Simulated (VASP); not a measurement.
# ZrZn4N (P6/mmm) in VASP: a series of runs

The runs below take ZrZn4N through single point, with PBE.

All numbers are computed with VASP 6.6.1; they aren't measurements. Logs are shortened: lines on timing, memory, paths and dates and some standing lists are left out, and cuts for length are marked.

### 1 The cell of the first run

The structure is hexagonal, space group P6/mmm (No. 191). The conventional cell has a = 3.461 Å, b = 3.461 Å, c = 7.036 Å, α = 90.00°, β = 90.00°, γ = 120.00°. Zr (site symmetry 6/mmm) has 12 Zn at 2.71 Å and 6 Zr at 3.46 Å and 2 N at 3.52 Å within 3.6 Å. Within 2.8 Å of Zn (site symmetry 3m) lie 3 Zn at 2.00 Å and 3 N at 2.62 Å and 3 Zr at 2.71 Å. N (site symmetry 6/mmm) has 12 Zn at 2.62 Å and 6 N at 3.46 Å and 2 Zr at 3.52 Å within 3.6 Å.

The cell was generated, and may not be a known phase.

### 2 Single point, PBE

Input file INCAR:

```
SYSTEM = ZrZn4N
PREC = Accurate ; ENCUT = 520
EDIFF = 1E-7 ; ISMEAR = 0
SIGMA = 0.1 ; LREAL = .FALSE.
LASPH = .TRUE. ; NELM = 60
ALGO = Normal ; ISIF = 2
LWAVE = .FALSE. ; LCHARG = .FALSE.
GGA = PE ; NBANDS = 42
```

Input file KPOINTS:

```
Automatic mesh
0
G
  6 6 4
  0 0 0
```

Input file POSCAR:

```
ZrZn4N
1.0
    3.4611026800      0.0000000000      0.0000000000
   -1.7305513400      2.9974028500      0.0000000000
    0.0000000000      0.0000000000      7.0357782100
Zr Zn N
1 4 1
Direct
    0.0000000000      0.0000000000      0.5000000000
    0.3333333300      0.6666666700      0.7595900300
    0.3333333300      0.6666666700      0.2404099700
    0.6666666700      0.3333333300      0.7595900300
    0.6666666700      0.3333333300      0.2404099700
    0.0000000000      0.0000000000      0.0000000000
```

Potentials or basis: VASP PAW PBE potentials, release 64 (Zr_sv, Zn, N).

Launch:

```console
cat potpaw_PBE.64/Zr_sv/POTCAR potpaw_PBE.64/Zn/POTCAR potpaw_PBE.64/N/POTCAR > POTCAR
mpirun -np 1 vasp_std > vasp.out
```

OUTCAR:

```text
SYSTEM = ZrZn4N
   PREC = Accurate
   ENCUT = 520
   EDIFF = 1E-7
   ISMEAR = 0
   LREAL = .FALSE.
   LASPH = .TRUE.
   NELM = 60
   ISIF = 2
   GGA = PE

 ion  position               nearest neighbor table
   1  0.000  0.000  0.500-   2 2.71   3 2.71   4 2.71   5 2.71   4 2.71   5 2.71   2 2.71   3 2.71
                             4 2.71   5 2.71   2 2.71   3 2.71
   2  0.333  0.667  0.760-   4 2.00   4 2.00   4 2.00   1 2.71   1 2.71   1 2.71
   3  0.333  0.667  0.240-   5 2.00   5 2.00   5 2.00   1 2.71   1 2.71   1 2.71
   4  0.667  0.333  0.760-   2 2.00   2 2.00   2 2.00   1 2.71   1 2.71   1 2.71
   5  0.667  0.333  0.240-   3 2.00   3 2.00   3 2.00   1 2.71   1 2.71   1 2.71
   6  0.000  0.000  0.000-

  LATTYP: Found a hexagonal cell.
 ALAT       =     3.4611026800
 C/A-ratio  =     2.0328140655

  Lattice vectors:

 A1 = (   3.4611026800,   0.0000000000,   0.0000000000)
 A2 = (  -1.7305513400,   2.9974028500,   0.0000000000)
 A3 = (   0.0000000000,   0.0000000000,   7.0357782100)

Analysis of symmetry for initial positions (statically):
=====================================================================
 Subroutine PRICEL returns:
 Original cell was already a primitive cell.

 Routine SETGRP: Setting up the symmetry group for a
 hexagonal supercell.

 Subroutine GETGRP returns: Found 24 space group operations
 (whereof 24 operations were pure point group operations)
 out of a pool of 24 trial point group operations.

The static configuration has the point symmetry D_6h.

Analysis of symmetry for dynamics (positions and initial velocities):
=====================================================================
 Subroutine PRICEL returns:
 Original cell was already a primitive cell.

 Routine SETGRP: Setting up the symmetry group for a
 hexagonal supercell.

 Subroutine GETGRP returns: Found 24 space group operations
 (whereof 24 operations were pure point group operations)
 out of a pool of 24 trial point group operations.

The dynamic configuration has the point symmetry D_6h.

 Subroutine INISYM returns: Found 24 space group operations
 (whereof 24 operations are pure point group operations),
 and found     1 'primitive' translations

----------------------------------------------------------------------------------------

                                     Primitive cell

[... 94 lines left out ...]
   EDIFF  = 0.1E-06   stopping-criterion for ELM
   LREAL  =      F    real-space projection
   EDIFFG = 0.1E-05   stopping-criterion for IOM
   NSW    =      0    number of steps for IOM
   IBRION =     -1    ionic relax: 0-MD 1-quasi-New 2-CG
   NFREE  =      0    steps in history (QN), initial steepest desc. (CG)
   ISIF   =      2    stress and relaxation
   ISYM   =      2    0-nonsym 1-usesym 2-fastsym
   POTIM  = 0.5000    time-step for ionic-motion
   TEBEG  =    0.0;   TEEND  =   0.0 temperature during run
   PSTRESS=    0.0 pullay stress
   NELECT =      65.0000    total number of electrons
   NUPDOWN=      -1.0000    fix difference up-down
   EMIN   =  10.00;   EMAX   =-10.00  energy-range for DOS
   EFERMI =   0.00;   METHOD = LEGACY
   ISMEAR =     0;   SIGMA  =   0.10  broadening in eV -4-tet -1-fermi 0-gaus
   EFERMI_NEDOS =   21; number of points for ismear=-14 and -15
   IALGO  =     38    algorithm
   IMIX   =      4    mixing-type and parameters
     AMIX     =   0.40;   BMIX     =  1.00
     AMIX_MAG =   1.60;   BMIX_MAG =  1.00
  volume/ion in A,a.u.               =      12.17        82.10
  Fermi-wavevector in a.u.,A,eV,Ry     =   1.575030  2.976374 33.752218  2.480718
  Thomas-Fermi vector in A             =   2.676075
   LORBIT       =      0    0 simple, 1 ext, 2 COOP (PROOUT), +10 PAW based schemes
   GGA     = PE    functional components
   LHFCALC =     F    Hartree Fock is set to
   AEXX    =    0.0000 exact exchange contribution
   IVDW    =     0    specifies the selected vdW correction
   LEPSILON=     F    determine dielectric tensor
   LRPA    =     F    only Hartree local field effects (RPA)
 non-spin polarized calculation
 Gauss-broadening in eV      SIGMA  =   0.10
  energy-cutoff  :      520.00
  volume of cell :       72.99
 maximum number of plane-waves:      1990
 NGX is ok and might be reduce to    28
   NGX = 13   NGY = 13   NGZ = 27

 number of electron      64.9999995 magnetization

 Free energy of the ion-electron system (eV)
  ---------------------------------------------------
  ext. energy  EPLUGINS =         0.00000000
  ---------------------------------------------------
  free energy    TOTEN  =       -11.63791463 eV

  energy without entropy =      -11.62913547  energy(sigma->0) =      -11.63352505

 E-fermi :   6.4353     XC(G=0): -12.5752

 val. band max:        6.3835014157   @ k =   0.3333   0.0000   0.0000
 cond. band min:       6.6561025702   @ k =   0.0000   0.0000   0.0000
 fundamental gap:      0.2726011545
 Fermi energy:         6.4353118960

 k-point     1 :       0.0000    0.0000    0.0000
  band No.  band energies     occupation
      1     -42.0088      2.00000
      2     -20.3290      2.00000
      3     -19.9741      2.00000
      4     -19.9741      2.00000
      5      -7.9465      2.00000
      6      -4.0586      2.00000
[... 934 lines left out ...]
     41      13.4132      0.00000
     42      15.4337      0.00000

------------------------ aborting loop because EDIFF is reached ----------------------------------------

  FORCE on cell =-STRESS in cart. coord.  units (eV):
  Direction    XX          YY          ZZ          XY          YZ          ZX
  --------------------------------------------------------------------------------------
  -------------------------------------------------------------------------------------
  Total       42.0957322     42.0957323      5.9057240      0.0000000     -0.0000000      0.0000000
  in kB      924.0105085    924.0105109    129.6319304      0.0000000     -0.0000000      0.0000000
  external PRESSURE =     659.2176499 kB  Pullay stress =       0.0000000 kB

 VOLUME and BASIS-vectors are now :
 -----------------------------------------------------------------------------
  energy-cutoff  :      520.00
  volume of cell :       72.99
      direct lattice vectors                 reciprocal lattice vectors
     3.461102680  0.000000000  0.000000000     0.288925262  0.166811078  0.000000000
    -1.730551340  2.997402850  0.000000000     0.000000000  0.333622156  0.000000000
     0.000000000  0.000000000  7.035778210     0.000000000  0.000000000  0.142130688

 POSITION                                       TOTAL-FORCE (eV/Angst)
 -----------------------------------------------------------------------------------
      0.00000      0.00000      3.51789         0.000000      0.000000      0.000000
     -0.00000      1.99827      5.34431         0.000000     -0.000000      2.163053
     -0.00000      1.99827      1.69147         0.000000     -0.000000     -2.163053
      1.73055      0.99913      5.34431        -0.000000      0.000000      2.163053
      1.73055      0.99913      1.69147        -0.000000      0.000000     -2.163053
      0.00000      0.00000      0.00000         0.000000      0.000000      0.000000
 -----------------------------------------------------------------------------------
    total drift:                                0.000000      0.000000      0.000000

  FREE ENERGIE OF THE ION-ELECTRON SYSTEM (eV)
  ---------------------------------------------------
  free  energy   TOTEN  =       -11.6379146315 eV

  energy  without entropy=      -11.6291354695  energy(sigma->0) =      -11.63352505
```

Wall time 87 s (1 thread of Oxide Virtual Turin-like, shared host); peak memory 0.19 GiB.

What came out:

| Item | Value |
| --- | --- |
| Free energy | -11.6379 eV |
| Pressure | 65.9 GPa |
| Largest force | 2.163 eV/Å |
| Band gap on the k mesh | zero (an odd number of electrons rules out a gap without spin polarisation) |

Forces on the atoms (eV/Å):
```
Zr   0.000  0.000  0.000
Zn   0.000  0.000  2.163
Zn   0.000  0.000 -2.163
Zn   0.000  0.000  2.163
Zn   0.000  0.000 -2.163
N    0.000  0.000  0.000
```

Stress tensor (GPa, compression positive):
```
92.40  0.00  0.00
 0.00 92.40  0.00
 0.00  0.00 12.96
```

Caveat: the stress differs along the axes, from 13 to 92 GPa; forces of over 1 eV/Å act on the atoms, so gaps and moduli don't describe the material at rest.

### 3 Single point, PBE

This run uses another cell than the first one, of 15.28 Å³/atom.

Input file INCAR:

```
SYSTEM = ZrZn4N
PREC = Accurate
ENCUT = 520
EDIFF = 1E-7
ISMEAR = 0
SIGMA = 0.1
LREAL = .False.
LASPH = .True.
NELM = 80
ALGO = Normal
ISIF = 2
LWAVE = .False.
LCHARG = .True.
GGA = PE
LELF = .True.
LVHAR = .True.
NBANDS = 42
```

Input file KPOINTS:

```
regular mesh
0
Gamma
  6 6 4
  0 0 0
```

Input file POSCAR:

```
ZrZn4N
1.0
    4.7232259656      0.0000000000      0.0000000000
   -2.3616129828      4.0904336741      0.0000000000
    0.0000000000      0.0000000000      4.7440350252
Zr Zn N
1 4 1
Direct
    0.0000000000      0.0000000000      0.5000000000
    0.3333333333      0.6666666667      0.7526897278
    0.3333333333      0.6666666667      0.2473102722
    0.6666666667      0.3333333333      0.7526897278
    0.6666666667      0.3333333333      0.2473102722
    0.0000000000      0.0000000000      0.0000000000
```

Potentials or basis: VASP PAW PBE potentials, release 64 (Zr_sv, Zn, N).

Launch:

```console
cat potpaw_PBE.64/Zr_sv/POTCAR potpaw_PBE.64/Zn/POTCAR potpaw_PBE.64/N/POTCAR > POTCAR
mpirun -np 1 vasp_std > vasp.out
```

OUTCAR:

```text
SYSTEM = ZrZn4N
   PREC = Accurate
   ENCUT = 520
   EDIFF = 1E-7
   ISMEAR = 0
   LREAL = .False.
   LASPH = .True.
   NELM = 80
   ISIF = 2
   GGA = PE

 ion  position               nearest neighbor table
   1  0.000  0.000  0.500-   6 2.37   6 2.37   4 2.98   5 2.98   2 2.98   3 2.98   4 2.98   5 2.98
                             2 2.98   3 2.98   4 2.98   5 2.98   2 2.98   3 2.98
   2  0.333  0.667  0.753-   3 2.35   3 2.40   4 2.73   4 2.73   4 2.73   1 2.98   1 2.98   1 2.98

   3  0.333  0.667  0.247-   2 2.35   2 2.40   5 2.73   5 2.73   5 2.73   1 2.98   1 2.98   1 2.98

   4  0.667  0.333  0.753-   5 2.35   5 2.40   2 2.73   2 2.73   2 2.73   1 2.98   1 2.98   1 2.98

   5  0.667  0.333  0.247-   4 2.35   4 2.40   3 2.73   3 2.73   3 2.73   1 2.98   1 2.98   1 2.98

   6  0.000  0.000  0.000-   1 2.37   1 2.37

  LATTYP: Found a hexagonal cell.
 ALAT       =     4.7232259656
 C/A-ratio  =     1.0044056879

  Lattice vectors:

 A1 = (   4.7232259656,   0.0000000000,   0.0000000000)
 A2 = (  -2.3616129828,   4.0904336741,   0.0000000000)
 A3 = (   0.0000000000,   0.0000000000,   4.7440350252)

Analysis of symmetry for initial positions (statically):
=====================================================================
 Subroutine PRICEL returns:
 Original cell was already a primitive cell.

 Routine SETGRP: Setting up the symmetry group for a
 hexagonal supercell.

 Subroutine GETGRP returns: Found 24 space group operations
 (whereof 24 operations were pure point group operations)
 out of a pool of 24 trial point group operations.

The static configuration has the point symmetry D_6h.

Analysis of symmetry for dynamics (positions and initial velocities):
=====================================================================
 Subroutine PRICEL returns:
 Original cell was already a primitive cell.

 Routine SETGRP: Setting up the symmetry group for a
[... 130 lines left out ...]
     AMIX_MAG =   1.60;   BMIX_MAG =  1.00
  volume/ion in A,a.u.               =      15.28       103.09
  Fermi-wavevector in a.u.,A,eV,Ry     =   1.459914  2.758838 28.998765  2.131349
  Thomas-Fermi vector in A             =   2.576425
   LORBIT       =      0    0 simple, 1 ext, 2 COOP (PROOUT), +10 PAW based schemes
   GGA     = PE    functional components
   LHFCALC =     F    Hartree Fock is set to
   AEXX    =    0.0000 exact exchange contribution
   IVDW    =     0    specifies the selected vdW correction
   LEPSILON=     F    determine dielectric tensor
   LRPA    =     F    only Hartree local field effects (RPA)
 non-spin polarized calculation
 Gauss-broadening in eV      SIGMA  =   0.10
  energy-cutoff  :      520.00
  volume of cell :       91.65
 maximum number of plane-waves:      2519
 NGX is ok and might be reduce to    36
   NGX = 17   NGY = 17   NGZ = 17

 number of electron      64.9999955 magnetization

 Free energy of the ion-electron system (eV)
  ---------------------------------------------------
  ext. energy  EPLUGINS =         0.00000000
  ---------------------------------------------------
  free energy    TOTEN  =       -19.42073904 eV

  energy without entropy =      -19.39398858  energy(sigma->0) =      -19.40736381

 E-fermi :   4.5963     XC(G=0): -11.4539

 val. band max:        4.5808582837   @ k =   0.3333   0.1667   0.5000
 cond. band min:       4.5965813197   @ k =   0.5000   0.0000   0.2500
 fundamental gap:      0.0157230360
 Fermi energy:         4.5962959630

 k-point     1 :       0.0000    0.0000    0.0000
  band No.  band energies     occupation
      1     -44.8090      2.00000
      2     -22.9156      2.00000
      3     -22.9156      2.00000
      4     -22.6980      2.00000
      5      -8.8733      2.00000
      6      -4.2565      2.00000
[... 934 lines left out ...]
     41      12.0264      0.00000
     42      12.3332      0.00000

------------------------ aborting loop because EDIFF is reached ----------------------------------------

  FORCE on cell =-STRESS in cart. coord.  units (eV):
  Direction    XX          YY          ZZ          XY          YZ          ZX
  --------------------------------------------------------------------------------------
  -------------------------------------------------------------------------------------
  Total        0.2705871      0.2705871      0.2790483      0.0000000      0.0000000      0.0000000
  in kB        4.7300070      4.7300070      4.8779127      0.0000000      0.0000000      0.0000000
  external PRESSURE =       4.7793089 kB  Pullay stress =       0.0000000 kB

 VOLUME and BASIS-vectors are now :
 -----------------------------------------------------------------------------
  energy-cutoff  :      520.00
  volume of cell :       91.65
      direct lattice vectors                 reciprocal lattice vectors
     4.723225966  0.000000000  0.000000000     0.211719703  0.122236428  0.000000000
    -2.361612983  4.090433674  0.000000000     0.000000000  0.244472855  0.000000000
     0.000000000  0.000000000  4.744035025     0.000000000  0.000000000  0.210791024

 POSITION                                       TOTAL-FORCE (eV/Angst)
 -----------------------------------------------------------------------------------
      0.00000      0.00000      2.37202        -0.000000      0.000000     -0.000000
     -0.00000      2.72696      3.57079        -0.000000     -0.000000      0.000265
     -0.00000      2.72696      1.17325        -0.000000      0.000000     -0.000265
      2.36161      1.36348      3.57079         0.000000     -0.000000      0.000265
      2.36161      1.36348      1.17325         0.000000      0.000000     -0.000265
      0.00000      0.00000      0.00000        -0.000000      0.000000     -0.000000
 -----------------------------------------------------------------------------------
    total drift:                                0.000000      0.000000      0.000000

  FREE ENERGIE OF THE ION-ELECTRON SYSTEM (eV)
  ---------------------------------------------------
  free  energy   TOTEN  =       -19.4207390381 eV

  energy  without entropy=      -19.3939885791  energy(sigma->0) =      -19.40736381
```

It took 1.8 min on 1 thread of Oxide Virtual Turin-like, shared host; peak memory 0.21 GiB.

Results:

```yaml
Free_energy: -19.4207 eV
Pressure: 0.5 GPa
Band_gap_on_the_k_mesh: zero (an odd number of electrons rules out a gap without spin polarisation)
```

Levels at points of the mesh, in eV from the Fermi level:
| k point | band 30 | band 31 | band 32 | band 33 | band 34 | band 35 | band 36 | band 37 |
| --- | --- | --- | --- | --- | --- | --- | --- | --- |
| (0.00, 0.00, 0.00) | -1.98 | -1.98 | -1.89 | -0.60 | 0.68 | 0.81 | 0.81 | 3.60 |
| (0.50, 0.00, 0.00) | -1.86 | -1.46 | -0.14 | -0.07 | 0.52 | 0.67 | 1.01 | 1.39 |
| (0.00, 0.00, 0.50) | -2.54 | -1.28 | -1.28 | 0.23 | 0.96 | 1.77 | 1.77 | 2.62 |
| (0.50, 0.00, 0.50) | -3.41 | -3.10 | 0.22 | 0.35 | 0.36 | 0.80 | 2.15 | 2.39 |

The gap in the log of VASP goes by the Fermi energy; the results here count the filled bands.